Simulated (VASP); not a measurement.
# Ta2Br (Fd-3m) in VASP: a series of runs, part 2 of 2

VASP 6.6.1. Earlier steps stand in the parts before.

### 3 Single point, PBE

This run uses another cell than the first one, of 21.45 Å³/atom, 1.013 times its volume.

Contents of INCAR:

```
PREC = Accurate ; ENCUT = 520
EDIFF = 1E-6 ; ISMEAR = 0
SIGMA = 0.1 ; LREAL = False
LASPH = True ; NELM = 60
ALGO = Normal ; ISIF = 2
LWAVE = False ; LCHARG = True
GGA = PE ; LELF = True
LVHAR = True ; NBANDS = 38
```

Contents of KPOINTS:

```
regular mesh
0
Gamma
  8 8 8
```

Contents of POSCAR:

```
Ta2Br
1.0
    0.0000000000      4.0075477449      4.0075477449
    4.0075477449      0.0000000000      4.0075477449
    4.0075477449      4.0075477449      0.0000000000
Ta Br
4 2
Direct
    0.6250000000      0.6250000000      0.6250000000
    0.1250000000      0.6250000000      0.6250000000
    0.6250000000      0.6250000000      0.1250000000
    0.6250000000      0.1250000000      0.6250000000
    0.0000000000      0.0000000000      0.0000000000
    0.2500000000      0.2500000000      0.2500000000
```

Potentials or basis: VASP PAW PBE potentials, release 64 (Ta_pv, Br).

The run is started by

```sh
$ cat potpaw_PBE.64/Ta_pv/POTCAR potpaw_PBE.64/Br/POTCAR > POTCAR
$ mpirun -np 1 vasp_std > vasp.out
```

OUTCAR:

```text
PREC = Accurate
   ENCUT = 520
   EDIFF = 1E-6
   ISMEAR = 0
   LREAL = False
   LASPH = True
   NELM = 60
   ISIF = 2
   GGA = PE

 ion  position               nearest neighbor table
   1  0.625  0.625  0.625-   2 2.83   3 2.83   4 2.83   3 2.83   4 2.83   2 2.83
   2  0.125  0.625  0.625-   1 2.83   3 2.83   4 2.83   1 2.83   3 2.83   4 2.83
   3  0.625  0.625  0.125-   1 2.83   1 2.83   2 2.83   4 2.83   4 2.83   2 2.83
   4  0.625  0.125  0.625-   1 2.83   3 2.83   1 2.83   2 2.83   3 2.83   2 2.83
   5  0.000  0.000  0.000-
   6  0.250  0.250  0.250-

  LATTYP: Found a face centered cubic cell.
 ALAT       =     8.0150954898

  Lattice vectors:

 A1 = (   0.0000000000,   4.0075477449,   4.0075477449)
 A2 = (   4.0075477449,   0.0000000000,   4.0075477449)
 A3 = (   4.0075477449,   4.0075477449,   0.0000000000)

Analysis of symmetry for initial positions (statically):
=====================================================================
 Subroutine PRICEL returns:
 Original cell was already a primitive cell.

 Routine SETGRP: Setting up the symmetry group for a
 face centered cubic supercell.

 Subroutine GETGRP returns: Found 48 space group operations
 (whereof 24 operations were pure point group operations)
 out of a pool of 48 trial point group operations.

The static configuration has the point symmetry T_d .
 The point group associated with its full space group is O_h .

Analysis of symmetry for dynamics (positions and initial velocities):
=====================================================================
 Subroutine PRICEL returns:
 Original cell was already a primitive cell.

 Routine SETGRP: Setting up the symmetry group for a
 face centered cubic supercell.

 Subroutine GETGRP returns: Found 48 space group operations
 (whereof 24 operations were pure point group operations)
 out of a pool of 48 trial point group operations.
[... 124 lines left out ...]
   EFERMI =   0.00;   METHOD = LEGACY
   ISMEAR =     0;   SIGMA  =   0.10  broadening in eV -4-tet -1-fermi 0-gaus
   EFERMI_NEDOS =   21; number of points for ismear=-14 and -15
   IALGO  =     38    algorithm
   IMIX   =      4    mixing-type and parameters
     AMIX     =   0.40;   BMIX     =  1.00
     AMIX_MAG =   1.60;   BMIX_MAG =  1.00
  volume/ion in A,a.u.               =      21.45       144.78
  Fermi-wavevector in a.u.,A,eV,Ry     =   1.255053  2.371707 21.431332  1.575158
  Thomas-Fermi vector in A             =   2.388828
   LORBIT       =      0    0 simple, 1 ext, 2 COOP (PROOUT), +10 PAW based schemes
   GGA     = PE    functional components
   LHFCALC =     F    Hartree Fock is set to
   AEXX    =    0.0000 exact exchange contribution
   IVDW    =     0    specifies the selected vdW correction
   LEPSILON=     F    determine dielectric tensor
   LRPA    =     F    only Hartree local field effects (RPA)
 non-spin polarized calculation
 Gauss-broadening in eV      SIGMA  =   0.10
  energy-cutoff  :      520.00
  volume of cell :      128.73
 maximum number of plane-waves:      3490
   NGX = 21   NGY = 21   NGZ = 21

 number of electron      57.9999987 magnetization

 Free energy of the ion-electron system (eV)
  ---------------------------------------------------
  ext. energy  EPLUGINS =         0.00000000
  ---------------------------------------------------
  free energy    TOTEN  =       -43.80842042 eV

  energy without entropy =      -43.77903658  energy(sigma->0) =      -43.79372850

 E-fermi :   5.4362     XC(G=0): -11.1746

 val. band max:        5.4358751250   @ k =   0.3750   0.1250   0.0000
 cond. band min:       5.4710826258   @ k =   0.5000   0.5000   0.0000
 fundamental gap:      0.0352075008
 Fermi energy:         5.4361998819

 k-point     1 :       0.0000    0.0000    0.0000
  band No.  band energies     occupation
      1     -29.7432      2.00000
      2     -29.4498      2.00000
      3     -29.4498      2.00000
      4     -29.4498      2.00000
      5     -29.3401      2.00000
      6     -29.3401      2.00000
[... 973 lines left out ...]
     37       7.6125      0.00000
     38       7.6987      0.00000

 [... further k-points ...]
[... 5 lines left out ...]
  --------------------------------------------------------------------------------------
  -------------------------------------------------------------------------------------
  Total        0.0078953      0.0078953      0.0078953      0.0000000      0.0000000      0.0000000
  in kB        0.0982680      0.0982680      0.0982680      0.0000000      0.0000000      0.0000000
  external PRESSURE =       0.0982680 kB  Pullay stress =       0.0000000 kB

 VOLUME and BASIS-vectors are now :
 -----------------------------------------------------------------------------
  energy-cutoff  :      520.00
  volume of cell :      128.73
      direct lattice vectors                 reciprocal lattice vectors
     0.000000000  4.007547745  4.007547745    -0.124764577  0.124764577  0.124764577
     4.007547745  0.000000000  4.007547745     0.124764577 -0.124764577  0.124764577
     4.007547745  4.007547745  0.000000000     0.124764577  0.124764577 -0.124764577

 POSITION                                       TOTAL-FORCE (eV/Angst)
 -----------------------------------------------------------------------------------
      5.00943      5.00943      5.00943        -0.000000     -0.000000      0.000000
      5.00943      3.00566      3.00566        -0.000000     -0.000000      0.000000
      3.00566      3.00566      5.00943        -0.000000     -0.000000      0.000000
      3.00566      5.00943      3.00566        -0.000000     -0.000000      0.000000
      0.00000      0.00000      0.00000         0.000000      0.000000      0.000000
      2.00377      2.00377      2.00377        -0.000000     -0.000000     -0.000000
 -----------------------------------------------------------------------------------
    total drift:                                0.000000      0.000000      0.000000

  FREE ENERGIE OF THE ION-ELECTRON SYSTEM (eV)
  ---------------------------------------------------
  free  energy   TOTEN  =       -43.8084204234 eV

  energy  without entropy=      -43.7790365777  energy(sigma->0) =      -43.79372850
```

OSZICAR:

```text
N       E                     dE             d eps       ncg     rms          rms(c)
DAV:   1     0.527284151866E+03    0.52728E+03   -0.30937E+04  2204   0.149E+03
DAV:   2    -0.173054737053E+02   -0.54459E+03   -0.53062E+03  2500   0.417E+02
DAV:   3    -0.453112150965E+02   -0.28006E+02   -0.27049E+02  2912   0.796E+01
DAV:   4    -0.460873543767E+02   -0.77614E+00   -0.76323E+00  2896   0.118E+01
DAV:   5    -0.461022531878E+02   -0.14899E-01   -0.14864E-01  2864   0.153E+00    0.279E+01
DAV:   6    -0.441788362773E+02    0.19234E+01   -0.25283E+00  2810   0.797E+00    0.162E+01
DAV:   7    -0.438111408961E+02    0.36770E+00   -0.19928E+00  2650   0.702E+00    0.418E+00
DAV:   8    -0.438113566913E+02   -0.21580E-03   -0.77576E-02  2826   0.136E+00    0.171E+00
DAV:   9    -0.438083826249E+02    0.29741E-02   -0.99842E-03  2662   0.527E-01    0.230E-01
DAV:  10    -0.438084209153E+02   -0.38290E-04   -0.63426E-04  2922   0.128E-01    0.772E-02
DAV:  11    -0.438084210823E+02   -0.16701E-06   -0.58325E-05  2822   0.364E-02    0.323E-02
DAV:  12    -0.438084182430E+02    0.28393E-05   -0.41527E-06  2456   0.835E-03    0.193E-02
DAV:  13    -0.438084203109E+02   -0.20679E-05   -0.10795E-06  1656   0.755E-03    0.442E-03
DAV:  14    -0.438084204234E+02   -0.11250E-06   -0.16417E-07  1618   0.234E-03
   1 F= -.43808420E+02 E0= -.43793729E+02  d E =-.293838E-01
```

stdout:

```text
POSCAR found type information on POSCAR TaBr
 POSCAR found :  2 types and       6 ions
 scaLAPACK will be used
 LDA part: xc-table for (Slater+PW92), standard interpolation
 POSCAR, INCAR and KPOINTS ok, starting setup
 FFT: planning ... GRIDC
 FFT: planning ... GRID_SOFT
 FFT: planning ... GRID
 WAVECAR not read
 entering main loop
```

Run time: 3 min. Hardware: 1 thread of Oxide Virtual Turin-like, shared host; peak memory 0.28 GiB.

What came out:

| Quantity | Value |
| --- | --- |
| Free energy | -43.8084 eV |
| Pressure | 0.0 GPa |
| Band gap on the k mesh | zero (band 29 reaches 6.18 eV, above the bottom of band 30 at 5.14 eV) |

Levels at points of the mesh, in eV from the Fermi level:
| k point | band 27 | band 28 | band 29 | band 30 | band 31 | band 32 |
| --- | --- | --- | --- | --- | --- | --- |
| (0.00, 0.00, 0.00) | -1.67 | 0.75 | 0.75 | 0.75 | 2.57 | 2.57 |
| (0.50, 0.00, 0.00) | -0.40 | -0.40 | -0.13 | -0.13 | 0.32 | 0.51 |
| (0.50, 0.50, 0.00) | -0.41 | -0.41 | 0.03 | 0.03 | 0.10 | 0.10 |

Caveat: spin-orbit coupling is left out, which moves the levels of the heavy elements.

### 4 Relaxation of cell and atoms, PBE

Contents of INCAR:

```
SYSTEM = Ta2Br
  PREC = Accurate
  ENCUT = 600
  EDIFF = 1E-6
  ISMEAR = 0
  SIGMA = 0.1
  LREAL = .False.
  LASPH = .True.
  NELM = 60
  ALGO = Normal
  ISIF = 3
  LWAVE = .False.
  LCHARG = .False.
  GGA = PE
  IBRION = 2
  NSW = 100
  EDIFFG = -0.01
```

Contents of KPOINTS:

```
regular mesh
0
Gamma
  8 8 8
  0 0 0
```

POSCAR: that of step 3 with these lines changed.

```diff
@@ -2,5 +2,5 @@
 1.0
-    0.0000000000      4.0075477449      4.0075477449
-    4.0075477449      0.0000000000      4.0075477449
-    4.0075477449      4.0075477449      0.0000000000
+    0.0000000000      3.9907766203      3.9907766203
+    3.9907766203      0.0000000000      3.9907766203
+    3.9907766203      3.9907766203      0.0000000000
 Ta Br
```

The run is started by

```sh
$ cat potpaw_PBE.64/Ta_pv/POTCAR potpaw_PBE.64/Br/POTCAR > POTCAR
$ mpirun -np 1 vasp_std > vasp.out
```

Run time: 11 min. Hardware: 1 thread of Oxide Virtual Turin-like, shared host; peak memory 0.37 GiB.

It converged, with:

```
Free energy                            : -43.8091 eV
Relaxed volume                         : 21.46 Å³/atom
Relaxed cell                           : a = 5.668 Å, b = 5.668 Å, c = 5.668 Å, α = 60.00°, β = 60.00°, γ = 60.00°
Space group after relaxing (to 0.05 Å) : Fd-3m (No. 227)
Energy gained by relaxing              : 1.1 meV/atom
Ionic steps                            : 3
Pressure after relaxing                : 0.0 GPa
Band gap on the k mesh                 : zero (band 29 reaches 6.18 eV, above the bottom of band 30 at 5.14 eV)
```

Step by step:
| step | energy change (eV) | largest force (eV/Å) | pressure (GPa) | volume (Å³) |
| --- | --- | --- | --- | --- |
| 1 | 0.0000 | 0.0000 | 1.28 | 127.12 |
| 2 | -0.0012 | 0.0000 | -1.09 | 130.25 |
| 3 | -0.0064 | 0.0000 | -0.01 | 128.75 |

Final structure:
```xyz
6
Lattice="0.0000 4.0078 4.0078 4.0078 0.0000 4.0078 4.0078 4.0078 0.0000" Properties=species:S:1:pos:R:3 pbc="T T T"
Ta    5.0097    5.0097    5.0097
Ta    5.0097    3.0058    3.0058
Ta    3.0058    3.0058    5.0097
Ta    3.0058    5.0097    3.0058
Br    0.0000    0.0000    0.0000
Br    2.0039    2.0039    2.0039
```

Levels at points of the mesh, in eV from the Fermi level:
| k point | band 25 | band 26 | band 27 | band 28 | band 29 | band 30 | band 31 | band 32 | band 33 | band 34 |
| --- | --- | --- | --- | --- | --- | --- | --- | --- | --- | --- |
| (0.00, 0.00, 0.00) | -2.46 | -1.67 | -1.67 | 0.75 | 0.75 | 0.75 | 2.57 | 2.57 | 2.68 | 2.68 |
| (0.50, 0.00, 0.00) | -1.83 | -0.73 | -0.40 | -0.40 | -0.13 | -0.13 | 0.32 | 0.51 | 0.51 | 0.87 |
| (0.50, 0.50, 0.00) | -0.76 | -0.76 | -0.41 | -0.41 | 0.03 | 0.03 | 0.10 | 0.10 | 0.48 | 0.48 |

Caveat: spin-orbit coupling is left out, which moves the levels of the heavy elements.

### 5 The runs side by side

| task | cell | k mesh | cutoff (eV) | gap on the mesh (eV) | pressure (GPa) |
| --- | --- | --- | --- | --- | --- |
| single point | a = 5.644 Å, angles 60.0°, 6 atoms | 4 × 4 × 4 | 520 | none | 1.7 |
| single point | a = 5.668 Å, angles 60.0°, 6 atoms | 8 × 8 × 8 | 520 | none | 0.0 |
| relaxation of cell and atoms | relaxed from a = 5.644 Å, angles 60.0°, 6 atoms | 8 × 8 × 8 | 600 | none | 0.0 |

Alike in all rows: level PBE; potentials or basis VASP PAW PBE potentials, release 64 (Ta_pv, Br); no spin polarisation; smearing gaussian 0.1 eV.

Caveats: spin-orbit coupling is left out, which moves the levels of the heavy elements.

Total energies depend on the potentials used, so only differences within one code and one set of settings carry meaning.
